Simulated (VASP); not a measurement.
# C (P6_3/mmc) in VASP: further runs

Runs on C. Level: LDA. Tasks: single point.

Everything below comes from runs of VASP 6.6.1. Logs are shortened: lines on timing, memory, paths and dates and some standing lists are left out, and cuts for length are marked.

## 1. The cell of the first run

Symmetry: P6_3/mmc, No. 194, hexagonal system. The conventional cell has a = 1.661 Å, b = 1.661 Å, c = 5.261 Å, α = 90.00°, β = 90.00°, γ = 120.00°. C (site symmetry -6m2) has 6 C at 1.66 Å within 2.2 Å.

## 2. Single point, LDA

INCAR reads:

```
SYSTEM = C
PREC = Accurate
ENCUT = 520
EDIFF = 1E-7
ISMEAR = 0
SIGMA = 0.1
LREAL = .False.
LASPH = .True.
NELM = 60
ALGO = Normal
ISIF = 2
LWAVE = .False.
LCHARG = .False.
GGA = CA
NBANDS = 11
```

KPOINTS reads:

```
regular mesh
0
Gamma
  23 23 13
  0 0 0
```

POSCAR reads:

```
C
1.0
    1.6607699899      0.0000000000      0.0000000000
   -0.8303849949      1.4382690011      0.0000000000
    0.0000000000      0.0000000000      5.2611134255
C
2
Direct
    0.3333333333      0.6666666667      0.2500000000
    0.6666666667      0.3333333333      0.7500000000
```

Potentials or basis: VASP PAW LDA potentials, release 64 (C).

Run with:

```sh
> cat potpaw_LDA.64/C/POTCAR > POTCAR
> mpirun -np 1 vasp_std > vasp.out
```

OUTCAR:

```text
SYSTEM = C
   PREC = Accurate
   ENCUT = 520
   EDIFF = 1E-7
   ISMEAR = 0
   LREAL = .False.
   LASPH = .True.
   NELM = 60
   ISIF = 2
   GGA = CA

 ion  position               nearest neighbor table
   1  0.333  0.667  0.250-
   2  0.667  0.333  0.750-

  LATTYP: Found a hexagonal cell.
 ALAT       =     1.6607699899
 C/A-ratio  =     3.1678760199

  Lattice vectors:

 A1 = (   1.6607699899,   0.0000000000,   0.0000000000)
 A2 = (  -0.8303849949,   1.4382690011,   0.0000000000)
 A3 = (   0.0000000000,   0.0000000000,   5.2611134255)

Analysis of symmetry for initial positions (statically):
=====================================================================
 Subroutine PRICEL returns:
 Original cell was already a primitive cell.

 Routine SETGRP: Setting up the symmetry group for a
 hexagonal supercell.

 Subroutine GETGRP returns: Found 24 space group operations
 (whereof 12 operations were pure point group operations)
 out of a pool of 24 trial point group operations.

The static configuration has the point symmetry D_3d.
 The point group associated with its full space group is D_6h.

Analysis of symmetry for dynamics (positions and initial velocities):
=====================================================================
 Subroutine PRICEL returns:
 Original cell was already a primitive cell.

 Routine SETGRP: Setting up the symmetry group for a
 hexagonal supercell.

 Subroutine GETGRP returns: Found 24 space group operations
 (whereof 12 operations were pure point group operations)
 out of a pool of 24 trial point group operations.

The dynamic configuration has the point symmetry D_3d.
 The point group associated with its full space group is D_6h.

 Subroutine INISYM returns: Found 24 space group operations
 (whereof 12 operations are pure point group operations),
 and found     1 'primitive' translations

----------------------------------------------------------------------------------------

                                     Primitive cell

  volume of cell :      12.5669

  direct lattice vectors                    reciprocal lattice vectors
     1.660769990  0.000000000  0.000000000     0.602130341  0.347640114  0.000000000
    -0.830384995  1.438269001  0.000000000     0.000000000  0.695280229  0.000000000
     0.000000000  0.000000000  5.261113425     0.000000000  0.000000000  0.190073834

  length of vectors
     1.660769990  1.660769990  5.261113425     0.695280229  0.695280229  0.190073834

  position of ions in fractional coordinates (direct lattice)
     0.333333333  0.666666667  0.250000000
     0.666666667  0.333333333  0.750000000

  ion indices of the primitive-cell ions
   primitive index   ion index
                 1           1
                 2           2

----------------------------------------------------------------------------------------

 KPOINTS: regular mesh

Automatic generation of k-mesh.
 Grid dimensions read from file:
 generate k-points for:   23   23   13

 Generating k-lattice:

  Cartesian coordinates                     Fractional coordinates (reciprocal lattice)
     0.026179580  0.015114788  0.000000000     0.043478261  0.000000000  0.000000000
     0.000000000  0.030229575  0.000000000     0.000000000  0.043478261  0.000000000
     0.000000000  0.000000000  0.014621064     0.000000000  0.000000000  0.076923077

  Length of vectors
     0.030229575  0.030229575  0.014621064

  Shift w.r.t. Gamma in fractional coordinates (k-lattice)
     0.000000000  0.000000000  0.000000000

 Subroutine IBZKPT returns following result:
 ===========================================

 Found    392 irreducible k-points:

 Following reciprocal coordinates:
            Coordinates               Weight
  0.000000  0.000000  0.000000      1.000000
  0.043478  0.000000  0.000000      6.000000
  0.086957  0.000000  0.000000      6.000000
  0.130435  0.000000  0.000000      6.000000
  0.173913  0.000000  0.000000      6.000000
  0.217391  0.000000  0.000000      6.000000
[... 16 lines left out ...]
  0.478261  0.043478  0.000000      6.000000
  0.086957  0.086957  0.000000      6.000000
 [... further k-points ...]
   k-points           NKPTS =    392   k-points in BZ     NKDIM =    392   number of bands    NBANDS=     11
   number of dos      NEDOS =    301   number of ions     NIONS =      2
   total plane-waves  NPLWV =   5760
   dimension x,y,z NGX =    12 NGY =   12 NGZ =   40
   dimension x,y,z NGXF=    24 NGYF=   24 NGZF=   80
   ions per type =               2
   NGX,Y,Z   is equivalent  to a cutoff of  12.01, 12.01, 12.64 a.u.
   NGXF,Y,Z  is equivalent  to a cutoff of  24.02, 24.02, 25.28 a.u.
 SYSTEM =  C
   PREC   = accura    normal or accurate (medium, high low for compatibility)
   ISTART =      0    job   : 0-new  1-cont  2-samecut
   ICHARG =      2    charge: 1-file 2-atom 10-const
   ISPIN  =      1    spin polarized calculation?
   LNONCOLLINEAR =      F non collinear calculations
   LSORBIT =      F    spin-orbit coupling
   LASPH  =      T    aspherical Exc in radial PAW
   ENCUT  =  520.0 eV  38.22 Ry    6.18 a.u.   3.09  3.09  9.78*2*pi/ulx,y,z
   NELM   =     60;   NELMIN=  2; NELMDL= -5     # of ELM steps
   EDIFF  = 0.1E-06   stopping-criterion for ELM
   LREAL  =      F    real-space projection
   EDIFFG = 0.1E-05   stopping-criterion for IOM
   NSW    =      0    number of steps for IOM
   IBRION =     -1    ionic relax: 0-MD 1-quasi-New 2-CG
   NFREE  =      0    steps in history (QN), initial steepest desc. (CG)
   ISIF   =      2    stress and relaxation
   ISYM   =      2    0-nonsym 1-usesym 2-fastsym
   POTIM  = 0.5000    time-step for ionic-motion
   TEBEG  =    0.0;   TEEND  =   0.0 temperature during run
   PSTRESS=    0.0 pullay stress
   NELECT =       8.0000    total number of electrons
   NUPDOWN=      -1.0000    fix difference up-down
   EMIN   =  10.00;   EMAX   =-10.00  energy-range for DOS
   EFERMI =   0.00;   METHOD = LEGACY
   ISMEAR =     0;   SIGMA  =   0.10  broadening in eV -4-tet -1-fermi 0-gaus
   EFERMI_NEDOS =   21; number of points for ismear=-14 and -15
   IALGO  =     38    algorithm
   IMIX   =      4    mixing-type and parameters
     AMIX     =   0.40;   BMIX     =  1.00
     AMIX_MAG =   1.60;   BMIX_MAG =  1.00
  volume/ion in A,a.u.               =       6.28        42.40
  Fermi-wavevector in a.u.,A,eV,Ry     =   1.408302  2.661305 26.984625  1.983314
  Thomas-Fermi vector in A             =   2.530473
   LORBIT       =      0    0 simple, 1 ext, 2 COOP (PROOUT), +10 PAW based schemes
   GGA     = CA    functional components
   LHFCALC =     F    Hartree Fock is set to
   AEXX    =    0.0000 exact exchange contribution
   IVDW    =     0    specifies the selected vdW correction
   LEPSILON=     F    determine dielectric tensor
   LRPA    =     F    only Hartree local field effects (RPA)
 non-spin polarized calculation
 Gauss-broadening in eV      SIGMA  =   0.10
  energy-cutoff  :      520.00
  volume of cell :       12.57
 maximum number of plane-waves:       357
   NGX =  7   NGY =  7   NGZ = 19

 number of electron       7.9999997 magnetization

 Free energy of the ion-electron system (eV)
  ---------------------------------------------------
  ext. energy  EPLUGINS =         0.00000000
  ---------------------------------------------------
  free energy    TOTEN  =       -12.25860896 eV

  energy without entropy =      -12.25703015  energy(sigma->0) =      -12.25781956

 E-fermi :   9.7939     XC(G=0): -13.0349

 val. band max:        9.7740380129   @ k =   0.3043   0.1304   0.3077
 cond. band min:       9.7989443019   @ k =   0.3478   0.0000   0.1538
 fundamental gap:      0.0249062890
 Fermi energy:         9.7939340144

 k-point     1 :       0.0000    0.0000    0.0000
  band No.  band energies     occupation
      1     -13.4240      2.00000
      2     -12.0023      2.00000
      3      -2.3805      2.00000
      4       3.4733      2.00000
      5      15.4082      0.00000
      6      27.2646      0.00000
      7      27.2646      0.00000
      8      27.3083      0.00000
      9      27.3083      0.00000
     10      28.2438      0.00000
     11      39.4120      0.00000

 k-point     2 :       0.0435    0.0000    0.0000
  band No.  band energies     occupation
      1     -13.3210      2.00000
      2     -11.9056      2.00000
      3      -2.2524      2.00000
      4       3.5914      2.00000
      5      15.4965      0.00000
      6      26.8729      0.00000
      7      27.0388      0.00000
      8      27.0617      0.00000
      9      27.1201      0.00000
     10      28.3256      0.00000
     11      39.6467      0.00000

 k-point     3 :       0.0870    0.0000    0.0000
  band No.  band energies     occupation
      1     -13.0126      2.00000
      2     -11.6156      2.00000
      3      -1.8688      2.00000
      4       3.9442      2.00000
      5      15.7509      0.00000
      6      25.7605      0.00000
      7      26.2227      0.00000
      8      26.5033      0.00000
      9      26.5838      0.00000
     10      28.5650      0.00000
     11      40.2738      0.00000

 k-point     4 :       0.1304    0.0000    0.0000
  band No.  band energies     occupation
      1     -12.5001      2.00000
      2     -11.1334      2.00000
      3      -1.2314      2.00000
      4       4.5276      2.00000
      5      16.1291      0.00000
      6      24.0487      0.00000
      7      24.9322      0.00000
      8      25.6840      0.00000
      9      25.7885      0.00000
     10      28.9377      0.00000
     11      41.1050      0.00000
[... 239 lines left out ...]
 k-point    22 :       0.4348    0.0435    0.0000
  band No.  band energies     occupation
      1      -3.2490      2.00000
      2      -2.7020      2.00000
      3       5.5183      2.00000
      4       6.2788      2.00000
      5      10.2199      0.00000
      6      12.7828      0.00000
      7      19.6272      0.00000
      8      19.8184      0.00000
      9      23.3615      0.00000
     10      27.7462      0.00000
     11      29.5585      0.00000

 k-point    23 :       0.4783    0.0435    0.0000
  band No.  band energies     occupation
      1      -2.5485      2.00000
      2      -2.2701      2.00000
      3       4.7780      2.00000
      4       5.5471      2.00000
      5      11.1654      0.00000
      6      12.7349      0.00000
      7      19.5327      0.00000
      8      19.7269      0.00000
      9      22.7543      0.00000
     10      27.1708      0.00000
     11      31.5670      0.00000

 k-point    24 :       0.0870    0.0870    0.0000
  band No.  band energies     occupation
      1     -12.1931      2.00000
      2     -10.8445      2.00000
      3      -0.8503      2.00000
      4       4.8747      2.00000
      5      16.3406      0.00000
      6      23.6186      0.00000
      7      24.5923      0.00000
      8      24.7139      0.00000
      9      24.7835      0.00000
     10      29.1458      0.00000
     11      41.7123      0.00000

 [... further k-points ...]

------------------------ aborting loop because EDIFF is reached ----------------------------------------

  FORCE on cell =-STRESS in cart. coord.  units (eV):
  Direction    XX          YY          ZZ          XY          YZ          ZX
  --------------------------------------------------------------------------------------
  -------------------------------------------------------------------------------------
  Total        1.6290518      1.6290518      1.5650756      0.0000000      0.0000000      0.0000000
  in kB      207.6912561    207.6912561    199.5347859      0.0000000      0.0000000      0.0000000
  external PRESSURE =     204.9724327 kB  Pullay stress =       0.0000000 kB

 VOLUME and BASIS-vectors are now :
 -----------------------------------------------------------------------------
  energy-cutoff  :      520.00
  volume of cell :       12.57
      direct lattice vectors                 reciprocal lattice vectors
     1.660769990  0.000000000  0.000000000     0.602130341  0.347640114  0.000000000
    -0.830384995  1.438269001  0.000000000     0.000000000  0.695280229  0.000000000
     0.000000000  0.000000000  5.261113425     0.000000000  0.000000000  0.190073834

 POSITION                                       TOTAL-FORCE (eV/Angst)
 -----------------------------------------------------------------------------------
     -0.00000      0.95885      1.31528         0.000000     -0.000000      0.000000
      0.83038      0.47942      3.94584        -0.000000      0.000000      0.000000
 -----------------------------------------------------------------------------------
    total drift:                               -0.000000      0.000000     -0.000000

  FREE ENERGIE OF THE ION-ELECTRON SYSTEM (eV)
  ---------------------------------------------------
  free  energy   TOTEN  =       -12.2586089589 eV

  energy  without entropy=      -12.2570301544  energy(sigma->0) =      -12.25781956
```

It took 31 s on 1 thread of Intel Xeon Platinum 8488C (Sapphire Rapids), shared host; peak memory 0.14 GiB.

What came out:

- Free energy: -12.2586 eV
- Pressure: 20.5 GPa
- Band gap on the k mesh: zero (band 4 reaches 11.40 eV, above the bottom of band 5 at 8.45 eV)

Stress tensor (GPa, compression positive):
```
20.77  0.00  0.00
 0.00 20.77  0.00
 0.00  0.00 19.95
```

[end of part 1 of 3]
